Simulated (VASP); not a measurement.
Hg, 6 atoms in the cell. It takes space group P2_1/c (No. 14, monoclinic). The conventional cell has a = 6.326 Å, b = 6.876 Å, c = 6.869 Å, α = 90.00°, β = 114.40°, γ = 90.00°. Within 4.5 Å of Hg (site symmetry -1) lie 6 Hg at 3.45 to 3.79 Å. Hg (site symmetry 1) has 8 Hg at 3.45 to 3.79 Å within 4.5 Å. 

* Program: VASP 6.6.1
* Task: relaxation of cell and atoms
* Functional: PBE
* Potentials or basis: VASP PAW PBE potentials, release 64 (Hg)
* Cutoff: 600 eV
* k mesh: 5 × 4 × 4
* Occupations: gaussian, width 0.2605 eV
* Spin: no spin polarisation
* Dipole correction: no
* Further INCAR settings: ALGO = Normal; EDIFF = 1e-06; IBRION = 2; EDIFFG = -0.01; NSW = 100; ISIF = 3

Potentials or basis: VASP PAW PBE potentials, release 64 (Hg).

The run is started by

```console
$ cat potpaw_PBE.64/Hg/POTCAR > POTCAR
$ mpirun -np 1 vasp_std > vasp.out
```

Hardware: 1 thread of Intel(R) Xeon(R) 6975P-C (Granite Rapids), on a shared host.

How long does it take, and how much memory?

It took 37 min on 1 thread of Intel(R) Xeon(R) 6975P-C (Granite Rapids), on a shared host, peak memory 0.64 GiB. Counts: scf iterations 128, k points 33, ion steps 16.
